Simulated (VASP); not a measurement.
# Ta (Cmcm) in VASP: notebook, part 2 of 2

VASP 6.6.1. Earlier steps stand in the parts before.

## 3. Single point, PBE (mode 4 (91.0 1/cm) frozen in, largest displacement +0.030 Å)

Input file INCAR:

```
SYSTEM = Ta
PREC = Accurate ; ENCUT = 500
EDIFF = 1E-6 ; ISMEAR = 0
SIGMA = 0.15 ; LREAL = .FALSE.
LASPH = .TRUE. ; NELM = 120
ALGO = Normal ; ISIF = 2
LWAVE = .FALSE. ; LCHARG = .FALSE.
GGA = PE ; NBANDS = 18
GGA_COMPAT = .FALSE.
```

Input file KPOINTS:

```
Automatic mesh
0
G
  18 18 10
  0 0 0
```

Input file POSCAR:

```
Ta
1.0
   -1.6512800000      1.6512800000      1.6512800000
    1.6512800000     -1.6512800000      1.6512800000
    3.3025600000      3.3025600000      0.0000000000
Ta
2
Direct
   -0.0064232606      0.0064232606      0.0000000000
    0.5064232606      0.4935767394      0.5000000000
```

Potentials or basis: VASP PAW PBE potentials, release 64 (Ta_pv).

Launch:

```sh
$ cat potpaw_PBE.64/Ta_pv/POTCAR > POTCAR
$ mpirun -np 1 vasp_std > vasp.out
```

OUTCAR:

```text
SYSTEM = Ta
   PREC = Accurate
   ENCUT = 500
   EDIFF = 1E-6
   ISMEAR = 0
   LREAL = .FALSE.
   LASPH = .TRUE.
   NELM = 120
   ISIF = 2
   GGA = PE

 ion  position               nearest neighbor table
   1  0.994  0.006  0.000-   2 2.86   2 2.86   2 2.86   2 2.86   2 3.26   2 3.26   2 3.35   2 3.35

   2  0.506  0.494  0.500-   1 2.86   1 2.86   1 2.86   1 2.86   1 3.26   1 3.26   1 3.35   1 3.35

  LATTYP: Found a base centered orthorhombic cell.
 ALAT       =     3.3025600000
 B/A-ratio  =     1.4142135624
 C/A-ratio  =     1.4142135624

  Lattice vectors:

 A1 = (  -1.6512800000,   1.6512800000,   1.6512800000)
 A2 = (   1.6512800000,  -1.6512800000,   1.6512800000)
 A3 = (   3.3025600000,   3.3025600000,   0.0000000000)

Analysis of symmetry for initial positions (statically):
=====================================================================
 Subroutine PRICEL returns:
 Original cell was already a primitive cell.

 Routine SETGRP: Setting up the symmetry group for a
 base centered orthorhombic supercell.

 Subroutine GETGRP returns: Found  8 space group operations
[... 161 lines left out ...]
  ---------------------------------------------------
  ext. energy  EPLUGINS =         0.00000000
  ---------------------------------------------------
  free energy    TOTEN  =       -23.62923923 eV

  energy without entropy =      -23.59987905  energy(sigma->0) =      -23.61455914

 E-fermi :   5.4978     XC(G=0): -12.6182

 val. band max:        5.4943267274   @ k =  -0.2222   0.0556   0.0000
 cond. band min:       5.4983378405   @ k =   0.1667   0.1667   0.2000
 fundamental gap:      0.0040111131
 Fermi energy:         5.4977844339

 k-point     1 :       0.0000    0.0000    0.0000
  band No.  band energies     occupation
      1     -28.7560      2.00000
      2     -27.9619      2.00000
      3     -27.5917      2.00000
      4     -27.5837      2.00000
      5     -27.5826      2.00000
      6     -27.5826      2.00000
[... 481 lines left out ...]
      5     -27.6414      2.00000
      6     -27.6209      2.00000
[... 10 lines left out ...]
     17      10.8972      0.00000
     18      14.8829      0.00000

 [... further k-points ...]
[... 5 lines left out ...]
  --------------------------------------------------------------------------------------
  -------------------------------------------------------------------------------------
  Total        0.7164645      0.7164645      0.7173235      0.0248185      0.0000000     -0.0000000
  in kB       31.8678753     31.8678753     31.9060829      1.1039110      0.0000000     -0.0000000
  external PRESSURE =      31.8806111 kB  Pullay stress =       0.0000000 kB

 VOLUME and BASIS-vectors are now :
 -----------------------------------------------------------------------------
  energy-cutoff  :      500.00
  volume of cell :       36.02
      direct lattice vectors                 reciprocal lattice vectors
    -1.651280000  1.651280000  1.651280000    -0.151397704  0.151397704  0.302795407
     1.651280000 -1.651280000  1.651280000     0.151397704 -0.151397704  0.302795407
     3.302560000  3.302560000  0.000000000     0.151397704  0.151397704  0.000000000

 POSITION                                       TOTAL-FORCE (eV/Angst)
 -----------------------------------------------------------------------------------
     -1.63007      1.63007      1.65128        -0.116565      0.116565      0.000000
      1.63007      1.67249      1.65128         0.116565     -0.116565      0.000000
 -----------------------------------------------------------------------------------
    total drift:                                0.000000      0.000000      0.000000

  FREE ENERGIE OF THE ION-ELECTRON SYSTEM (eV)
  ---------------------------------------------------
  free  energy   TOTEN  =       -23.6292392284 eV

  energy  without entropy=      -23.5998790527  energy(sigma->0) =      -23.61455914
```

OSZICAR:

```text
N       E                     dE             d eps       ncg     rms          rms(c)
DAV:   1     0.168737048777E+03    0.16874E+03   -0.12241E+04 19664   0.122E+03
DAV:   2    -0.202938451405E+02   -0.18903E+03   -0.18578E+03 24572   0.353E+02
DAV:   3    -0.245203707853E+02   -0.42265E+01   -0.41618E+01 22750   0.498E+01
DAV:   4    -0.245502600934E+02   -0.29889E-01   -0.29849E-01 21936   0.443E+00
DAV:   5    -0.245504794509E+02   -0.21936E-03   -0.21935E-03 21862   0.361E-01    0.191E+01
DAV:   6    -0.238440775694E+02    0.70640E+00   -0.74250E-01 21588   0.769E+00    0.937E+00
DAV:   7    -0.236315788623E+02    0.21250E+00   -0.64197E-01 21964   0.677E+00    0.518E-01
DAV:   8    -0.236293034971E+02    0.22754E-02   -0.11511E-02 21724   0.954E-01    0.146E-01
DAV:   9    -0.236292526923E+02    0.50805E-04   -0.28538E-04 21930   0.158E-01    0.400E-02
DAV:  10    -0.236292392283E+02    0.13464E-04   -0.26112E-05 23926   0.499E-02    0.130E-02
DAV:  11    -0.236292392284E+02   -0.12824E-09   -0.28645E-06 18376   0.163E-02
   1 F= -.23629239E+02 E0= -.23614559E+02  d E =-.293602E-01
```

stdout:

```text
POSCAR found type information on POSCAR Ta
 POSCAR found :  1 types and       2 ions
 scaLAPACK will be used
 LDA part: xc-table for (Slater+PW92), standard interpolation
 POSCAR, INCAR and KPOINTS ok, starting setup
 FFT: planning ... GRIDC
 FFT: planning ... GRID_SOFT
 FFT: planning ... GRID
 WAVECAR not read
 entering main loop
```

It took 3.1 min on 1 thread of Intel Xeon Platinum 8175M at 2.50GHz (Skylake/Cascade Lake), shared host; peak memory 0.38 GiB.

Results:

| Quantity | Value |
| --- | --- |
| Free energy | -23.6292 eV |
| Pressure | 3.2 GPa |
| Largest force | 0.165 eV/Å |
| Band gap on the k mesh | zero (band 11 reaches 7.07 eV, above the bottom of band 12 at 4.17 eV) |

Forces in eV/Å, atoms in the order of the input:
```
Ta  -0.117  0.117  0.000
Ta   0.117 -0.117  0.000
```

Caveat: the cell differs from its parent crystal (mode 4 (91.0 1/cm) frozen in, largest displacement +0.030 Å); spin-orbit coupling is left out, which moves the levels of the heavy elements.
